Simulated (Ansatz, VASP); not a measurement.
# One calculation of MoS2, two programs

```
CELL_PARAMETERS angstrom
3.14090 0.00000 0.00000
-1.57045 2.72010 0.00000
0.00000 0.00000 21.56850
ATOMIC_POSITIONS crystal
Mo 0.66667 0.33333 0.14576
Mo 0.33333 0.66667 0.85424
S 0.33333 0.66667 0.21800
S 0.66667 0.33333 0.92654
S 0.33333 0.66667 0.07346
S 0.66667 0.33333 0.78200
```

Alike in both runs: functional PBEsol; k mesh 12 × 12 × 2; occupations gaussian, width 0.02 eV; no spin polarisation.

Ansatz relaxed the structure, and its values are those at the end. VASP's run is a single point on that final structure, the one shown.

```csv
,VASP,Ansatz
version,VASP 6.6.1,Ansatz 0.2.0
potentials or method,"VASP PAW PBE potentials, release 64 (Mo_sv, S), cutoff 520 eV","scalar-relativistic, plane waves, PAW"
valence electrons in the cell,52,52
```

VASP gave:

| Quantity | Value |
| --- | --- |
| gap on the k mesh at the Fermi level (eV) | 1.39 |
| least direct gap on the mesh (eV) | 1.78 |

Question: Estimate Ansatz's values.

Answer: gap on the k mesh at the Fermi level (eV): 1.38; least direct gap on the mesh (eV): 1.77.

VASP's potentials were made for PBE, not for PBEsol.
